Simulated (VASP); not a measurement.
# PbS in VASP: further runs

Runs on PbS. Level: PBE. Tasks: electric field gradients.

Program: VASP 6.6.1. These are calculated values, not measurements. Logs are shortened: lines on timing, memory, paths and dates and some standing lists are left out, and cuts for length are marked.

### 1 The cell of the first run

It takes space group I4/mmm (No. 139, tetragonal). Conventional cell: a = 4.277 Å, b = 4.277 Å, c = 5.930 Å, α = 90.00°, β = 90.00°, γ = 90.00°. Pb (site symmetry 4/mmm) has 6 S at 2.96 to 3.02 Å within 3.9 Å. S (site symmetry 4/mmm) has 6 Pb at 2.96 to 3.02 Å within 3.9 Å.

### 2 Electric field gradients, PBE (equal xx and yy strain of +2 %)

Contents of INCAR:

```
SYSTEM = PbS
  ALGO = Normal
  EDIFF = 1E-8
  ENCUT = 520
  GGA = PE
  ISIF = 2
  ISMEAR = -1
  LASPH = .True.
  LCHARG = .False.
  LEFG = .True.
  LREAL = .False.
  LWAVE = .False.
  NBANDS = 17
  NELM = 100
  PREC = Accurate
  SIGMA = 0.01
```

Contents of KPOINTS:

```
k-points
0
Gamma
  8 8 8
  0 0 0
```

Contents of POSCAR:

```
PbS
1.0
    0.0000000000      3.0243000000      2.9650000000
    3.0243000000      0.0000000000      2.9650000000
    3.0243000000      3.0243000000      0.0000000000
Pb S
1 1
Direct
    0.0000000000      0.0000000000      0.0000000000
    0.5000000000      0.5000000000      0.5000000000
```

Potentials or basis: VASP PAW PBE potentials, release 64 (Pb_d, S).

On the command line:

```sh
cat potpaw_PBE.64/Pb_d/POTCAR potpaw_PBE.64/S/POTCAR > POTCAR
mpirun -np 1 vasp_std > vasp.out
```

OUTCAR:

```text
SYSTEM = PbS
   EDIFF = 1E-8
   ENCUT = 520
   GGA = PE
   ISIF = 2
   ISMEAR = -1
   LASPH = .True.
   LREAL = .False.
   NELM = 100
   PREC = Accurate

 ion  position               nearest neighbor table
   1  0.000  0.000  0.000-   2 2.96   2 2.96   2 3.02   2 3.02   2 3.02   2 3.02
   2  0.500  0.500  0.500-   1 2.96   1 2.96   1 3.02   1 3.02   1 3.02   1 3.02

  LATTYP: Found a body centered tetragonal cell.
 ALAT       =     4.2770060767
 C/A-ratio  =     1.3864838847

  Lattice vectors:

 A1 = (   0.0000000000,  -3.0243000000,  -2.9650000000)
 A2 = (   0.0000000000,   3.0243000000,  -2.9650000000)
 A3 = (   3.0243000000,   0.0000000000,   2.9650000000)

Analysis of symmetry for initial positions (statically):
=====================================================================
 Subroutine PRICEL returns:
 Original cell was already a primitive cell.

 Routine SETGRP: Setting up the symmetry group for a
 body centered tetragonal supercell.

 Subroutine GETGRP returns: Found 16 space group operations
 (whereof 16 operations were pure point group operations)
 out of a pool of 16 trial point group operations.

The static configuration has the point symmetry D_4h.

Analysis of symmetry for dynamics (positions and initial velocities):
=====================================================================
 Subroutine PRICEL returns:
 Original cell was already a primitive cell.

 Routine SETGRP: Setting up the symmetry group for a
 body centered tetragonal supercell.

 Subroutine GETGRP returns: Found 16 space group operations
 (whereof 16 operations were pure point group operations)
 out of a pool of 16 trial point group operations.

The dynamic configuration has the point symmetry D_4h.

 Subroutine INISYM returns: Found 16 space group operations
 (whereof 16 operations are pure point group operations),
 and found     1 'primitive' translations

----------------------------------------------------------------------------------------

                                     Primitive cell

  volume of cell :      54.2381

  direct lattice vectors                    reciprocal lattice vectors
     0.000000000  3.024300000  2.965000000    -0.165327514  0.165327514  0.168634064
     3.024300000  0.000000000  2.965000000     0.165327514 -0.165327514  0.168634064
     3.024300000  3.024300000  0.000000000     0.165327514  0.165327514 -0.168634064

  length of vectors
     4.235282221  4.235282221  4.277006077     0.288277334  0.288277334  0.288277334

  position of ions in fractional coordinates (direct lattice)
     0.000000000  0.000000000  0.000000000
     0.500000000  0.500000000  0.500000000

  ion indices of the primitive-cell ions
   primitive index   ion index
                 1           1
                 2           2

----------------------------------------------------------------------------------------

 KPOINTS: k-points

Automatic generation of k-mesh.
 Grid dimensions read from file:
 generate k-points for:    8    8    8

 Generating k-lattice:

  Cartesian coordinates                     Fractional coordinates (reciprocal lattice)
    -0.020665939  0.020665939  0.021079258     0.125000000  0.000000000  0.000000000
     0.020665939 -0.020665939  0.021079258     0.000000000  0.125000000  0.000000000
     0.020665939  0.020665939 -0.021079258     0.000000000  0.000000000  0.125000000

  Length of vectors
     0.036034667  0.036034667  0.036034667

  Shift w.r.t. Gamma in fractional coordinates (k-lattice)
     0.000000000  0.000000000  0.000000000

 Subroutine IBZKPT returns following result:
 ===========================================

 Found     59 irreducible k-points:

 Following reciprocal coordinates:
            Coordinates               Weight
  0.000000  0.000000  0.000000      1.000000
  0.125000  0.000000  0.000000      8.000000
  0.250000  0.000000  0.000000      8.000000
  0.375000  0.000000  0.000000      8.000000
  0.500000  0.000000  0.000000      4.000000
  0.125000  0.125000  0.000000      2.000000
[... 16 lines left out ...]
  0.250000  0.000000  0.125000     16.000000
  0.375000  0.000000  0.125000     16.000000
 [... further k-points ...]
   k-points           NKPTS =     59   k-points in BZ     NKDIM =     59   number of bands    NBANDS=     17
   number of dos      NEDOS =    301   number of ions     NIONS =      2
   total plane-waves  NPLWV =  32768
   dimension x,y,z NGX =    32 NGY =   32 NGZ =   32
   dimension x,y,z NGXF=    64 NGYF=   64 NGZF=   64
   ions per type =               1   1
   NGX,Y,Z   is equivalent  to a cutoff of  12.56, 12.56, 12.44 a.u.
   NGXF,Y,Z  is equivalent  to a cutoff of  25.12, 25.12, 24.88 a.u.
 SYSTEM =  PbS
   PREC   = accura    normal or accurate (medium, high low for compatibility)
   ISTART =      0    job   : 0-new  1-cont  2-samecut
   ICHARG =      2    charge: 1-file 2-atom 10-const
   ISPIN  =      1    spin polarized calculation?
   LNONCOLLINEAR =      F non collinear calculations
   LSORBIT =      F    spin-orbit coupling
   LASPH  =      T    aspherical Exc in radial PAW
   ENCUT  =  520.0 eV  38.22 Ry    6.18 a.u.   7.87  7.87  7.95*2*pi/ulx,y,z
   NELM   =    100;   NELMIN=  2; NELMDL= -5     # of ELM steps
   EDIFF  = 0.1E-07   stopping-criterion for ELM
   LREAL  =      F    real-space projection
   EDIFFG = 0.1E-06   stopping-criterion for IOM
   NSW    =      0    number of steps for IOM
   IBRION =     -1    ionic relax: 0-MD 1-quasi-New 2-CG
   NFREE  =      0    steps in history (QN), initial steepest desc. (CG)
   ISIF   =      2    stress and relaxation
   ISYM   =      2    0-nonsym 1-usesym 2-fastsym
   POTIM  = 0.5000    time-step for ionic-motion
   TEBEG  =    0.0;   TEEND  =   0.0 temperature during run
   PSTRESS=    0.0 pullay stress
   NELECT =      20.0000    total number of electrons
   NUPDOWN=      -1.0000    fix difference up-down
   EMIN   =  10.00;   EMAX   =-10.00  energy-range for DOS
   EFERMI =   0.00;   METHOD = LEGACY
   ISMEAR =    -1;   SIGMA  =   0.01  broadening in eV -4-tet -1-fermi 0-gaus
   EFERMI_NEDOS =   21; number of points for ismear=-14 and -15
   IALGO  =     38    algorithm
   IMIX   =      4    mixing-type and parameters
     AMIX     =   0.40;   BMIX     =  1.00
     AMIX_MAG =   1.60;   BMIX_MAG =  1.00
  volume/ion in A,a.u.               =      27.12       183.01
  Fermi-wavevector in a.u.,A,eV,Ry     =   1.173951  2.218446 18.751022  1.378161
  Thomas-Fermi vector in A             =   2.310356
   LORBIT       =      0    0 simple, 1 ext, 2 COOP (PROOUT), +10 PAW based schemes
   GGA     = PE    functional components
   LHFCALC =     F    Hartree Fock is set to
   AEXX    =    0.0000 exact exchange contribution
   IVDW    =     0    specifies the selected vdW correction
   LEPSILON=     F    determine dielectric tensor
   LRPA    =     F    only Hartree local field effects (RPA)
 non-spin polarized calculation
  energy-cutoff  :      520.00
  volume of cell :       54.24
 maximum number of plane-waves:      1484
   NGX = 15   NGY = 15   NGZ = 15

 number of electron      20.0000005 magnetization

 Free energy of the ion-electron system (eV)
  ---------------------------------------------------
  ext. energy  EPLUGINS =         0.00000000
  ---------------------------------------------------
  free energy    TOTEN  =        -8.76499591 eV

  energy without entropy =       -8.76499591  energy(sigma->0) =       -8.76499591

 E-fermi :   5.5024     XC(G=0):  -9.5001

 val. band max:        5.2897148827   @ k =   0.5000   0.0000   0.0000
 cond. band min:       5.7791231920   @ k =   0.5000   0.0000   0.0000
 fundamental gap:      0.4894083093
 Fermi energy:         5.5023815527

 k-point     1 :       0.0000    0.0000    0.0000
  band No.  band energies     occupation
      1     -11.4495      2.00000
      2     -11.4430      2.00000
      3     -11.4430      2.00000
      4     -11.4353      2.00000
      5     -11.4212      2.00000
      6      -7.9352      2.00000
[... 9 lines left out ...]
     16      12.2296      0.00000
     17      14.0952      0.00000

 k-point     2 :       0.1250    0.0000    0.0000
  band No.  band energies     occupation
      1     -11.4476      2.00000
      2     -11.4419      2.00000
      3     -11.4409      2.00000
      4     -11.4338      2.00000
      5     -11.4230      2.00000
      6      -7.8104      2.00000
[... 9 lines left out ...]
     16      12.5332      0.00000
     17      15.1042      0.00000
[... 421 lines left out ...]
 k-point    24 :       0.3750    0.0000    0.1250
  band No.  band energies     occupation
      1     -11.4668      2.00000
      2     -11.4430      2.00000
      3     -11.4397      2.00000
      4     -11.4201      2.00000
      5     -11.4050      2.00000
      6      -7.0790      2.00000
[... 9 lines left out ...]
     16      15.0715      0.00000
     17      16.8857      0.00000

 [... further k-points ...]
[... 5 lines left out ...]
  --------------------------------------------------------------------------------------
  -------------------------------------------------------------------------------------
  Total       -0.2557311     -0.2557311      0.4988940      0.0000000      0.0000000     -0.0000000
  in kB       -7.5542204     -7.5542204     14.7371809      0.0000000      0.0000000     -0.0000000
  external PRESSURE =      -0.1237533 kB  Pullay stress =       0.0000000 kB

 VOLUME and BASIS-vectors are now :
 -----------------------------------------------------------------------------
  energy-cutoff  :      520.00
  volume of cell :       54.24
      direct lattice vectors                 reciprocal lattice vectors
     0.000000000  3.024300000  2.965000000    -0.165327514  0.165327514  0.168634064
     3.024300000  0.000000000  2.965000000     0.165327514 -0.165327514  0.168634064
     3.024300000  3.024300000  0.000000000     0.165327514  0.165327514 -0.168634064

 POSITION                                       TOTAL-FORCE (eV/Angst)
 -----------------------------------------------------------------------------------
      0.00000      0.00000      0.00000        -0.000000      0.000000      0.000000
      3.02430      3.02430      2.96500         0.000000     -0.000000      0.000000
 -----------------------------------------------------------------------------------
    total drift:                                0.000000     -0.000000     -0.000000

  FREE ENERGIE OF THE ION-ELECTRON SYSTEM (eV)
  ---------------------------------------------------
  free  energy   TOTEN  =        -8.7649959115 eV

  energy  without entropy=       -8.7649959115  energy(sigma->0) =       -8.76499591

 Electric field gradients (V/A^2)
---------------------------------------------------------------------
 ion       V_xx      V_yy      V_zz      V_xy      V_xz      V_yz
---------------------------------------------------------------------
   1      28.355    28.355   -56.711    -0.000    -0.001    -0.001
   2       1.039     1.039    -2.079    -0.000    -0.001    -0.001
---------------------------------------------------------------------

 Electric field gradients after diagonalization (V/A^2)
 (convention: |V_zz| > |V_xx| > |V_yy|)
----------------------------------------------------------------------
 ion       V_xx      V_yy      V_zz     asymmetry (V_yy - V_xx)/ V_zz
----------------------------------------------------------------------
   1      28.356    28.355   -56.711       0.000
   2       1.040     1.039    -2.079       0.000
----------------------------------------------------------------------

           NMR quadrupolar parameters

 Cq : quadrupolar parameter    Cq=e*Q*V_zz/h
 eta: asymmetry parameters     (V_yy - V_xx)/ V_zz
 Q  : nuclear electric quadrupole moment in mb (millibarn)
----------------------------------------------------------------------
 ion       Cq(MHz)       eta       Q (mb)
----------------------------------------------------------------------
   1      -0.137       0.000       1.000
   2      -0.005       0.000       1.000
----------------------------------------------------------------------
```

It took 25 s on 1 thread of Intel Xeon 6975P-C (Granite Rapids), shared host; peak memory 0.2 GiB.

Results:

```yaml
Free_energy: -8.7650 eV
Pressure: 0.0 GPa
Band_gap_on_the_k_mesh: 0.49 eV, direct
```

Stress tensor (GPa, compression positive):
```
-0.76  0.00  0.00
 0.00 -0.76  0.00
 0.00  0.00  1.47
```

Electric field gradients, principal values (V/Å²):
```tsv
atom	least	middle	greatest (by size)
1 Pb	28.355	28.356	-56.711
2 S	1.039	1.040	-2.079
```

Caveat: the cell differs from its parent crystal (equal xx and yy strain of +2 %); without QUAD_EFG the Cq values of the log hold for a quadrupole moment of 1 mb, not for the nuclei; spin-orbit coupling is left out, which moves the levels of the heavy elements. A k mesh can miss the band edges.

### 3 Electric field gradients, PBE (volume scaled by 0.95)

Contents of INCAR:

```
SYSTEM = PbS
PREC = Accurate
ENCUT = 520
EDIFF = 1E-8
ISMEAR = -1
SIGMA = 0.01
LREAL = .False.
LASPH = .True.
NELM = 100
ALGO = Normal
ISIF = 2
LWAVE = .False.
LCHARG = .False.
GGA = PE
LEFG = .True.
NBANDS = 17
```

Contents of KPOINTS:

```
regular mesh
0
Gamma
  8 8 8
  0 0 0
```

Contents of POSCAR:

```
PbS
1.0
    0.0000000000      2.9147360524      2.9147360524
    2.9147360524      0.0000000000      2.9147360524
    2.9147360524      2.9147360524      0.0000000000
Pb S
1 1
Direct
    0.0000000000      0.0000000000      0.0000000000
    0.5000000000      0.5000000000      0.5000000000
```

Potentials or basis: VASP PAW PBE potentials, release 64 (Pb_d, S).

On the command line:

```sh
cat potpaw_PBE.64/Pb_d/POTCAR potpaw_PBE.64/S/POTCAR > POTCAR
mpirun -np 1 vasp_std > vasp.out
```

OUTCAR:

```text
SYSTEM = PbS
   PREC = Accurate
   ENCUT = 520
   EDIFF = 1E-8
   ISMEAR = -1
   LREAL = .False.
   LASPH = .True.
   NELM = 100
   ISIF = 2
   GGA = PE

 ion  position               nearest neighbor table
   1  0.000  0.000  0.000-   2 2.91   2 2.91   2 2.91   2 2.91   2 2.91   2 2.91
   2  0.500  0.500  0.500-   1 2.91   1 2.91   1 2.91   1 2.91   1 2.91   1 2.91

  LATTYP: Found a face centered cubic cell.
 ALAT       =     5.8294721048

  Lattice vectors:

 A1 = (   0.0000000000,   2.9147360524,   2.9147360524)
 A2 = (   2.9147360524,   0.0000000000,   2.9147360524)
 A3 = (   2.9147360524,   2.9147360524,   0.0000000000)

Analysis of symmetry for initial positions (statically):
=====================================================================
 Subroutine PRICEL returns:
 Original cell was already a primitive cell.

 Routine SETGRP: Setting up the symmetry group for a
 face centered cubic supercell.

[... 668 lines left out ...]
      direct lattice vectors                 reciprocal lattice vectors
     0.000000000  2.914736052  2.914736052    -0.171542119  0.171542119  0.171542119
     2.914736052  0.000000000  2.914736052     0.171542119 -0.171542119  0.171542119
     2.914736052  2.914736052  0.000000000     0.171542119  0.171542119 -0.171542119

 POSITION                                       TOTAL-FORCE (eV/Angst)
 -----------------------------------------------------------------------------------
      0.00000      0.00000      0.00000        -0.000000      0.000000     -0.000000
      2.91474      2.91474      2.91474         0.000000     -0.000000      0.000000
 -----------------------------------------------------------------------------------
    total drift:                                0.000000     -0.000000     -0.000000

  FREE ENERGIE OF THE ION-ELECTRON SYSTEM (eV)
  ---------------------------------------------------
  free  energy   TOTEN  =        -8.6907275684 eV

  energy  without entropy=       -8.6907264798  energy(sigma->0) =       -8.69072702

 Electric field gradients (V/A^2)
---------------------------------------------------------------------
 ion       V_xx      V_yy      V_zz      V_xy      V_xz      V_yz
---------------------------------------------------------------------
   1      -0.000    -0.000    -0.000    -0.001    -0.001    -0.001
   2      -0.000     0.000    -0.000    -0.000    -0.000    -0.000
---------------------------------------------------------------------

 Electric field gradients after diagonalization (V/A^2)
 (convention: |V_zz| > |V_xx| > |V_yy|)
----------------------------------------------------------------------
 ion       V_xx      V_yy      V_zz     asymmetry (V_yy - V_xx)/ V_zz
----------------------------------------------------------------------
   1       0.001     0.001    -0.001       0.000
   2       0.000     0.000    -0.000       0.000
----------------------------------------------------------------------

           NMR quadrupolar parameters

 Cq : quadrupolar parameter    Cq=e*Q*V_zz/h
 eta: asymmetry parameters     (V_yy - V_xx)/ V_zz
 Q  : nuclear electric quadrupole moment in mb (millibarn)
----------------------------------------------------------------------
 ion       Cq(MHz)       eta       Q (mb)
----------------------------------------------------------------------
   1      -0.000       0.000       1.000
   2      -0.000       0.000       1.000
----------------------------------------------------------------------
```

stdout:

```text
POSCAR found type information on POSCAR PbS
 POSCAR found :  2 types and       2 ions
 scaLAPACK will be used
 LDA part: xc-table for (Slater+PW92), standard interpolation
 POSCAR, INCAR and KPOINTS ok, starting setup
 FFT: planning ... GRIDC
 FFT: planning ... GRID_SOFT
 FFT: planning ... GRID
 WAVECAR not read
 entering main loop
ion   1

ion   2
```

It took 50 s on 1 thread of Intel Xeon 8259CL, shared host; peak memory 0.18 GiB.

What came out:

| Quantity | Value |
| --- | --- |
| Free energy | -8.6907 eV |
| Pressure | 5.8 GPa |
| Band gap on the k mesh | 0.16 eV, direct |

Caveat: without QUAD_EFG the Cq values of the log hold for a quadrupole moment of 1 mb, not for the nuclei; spin-orbit coupling is left out, which moves the levels of the heavy elements.

(Part 1 of 2 ends here.)
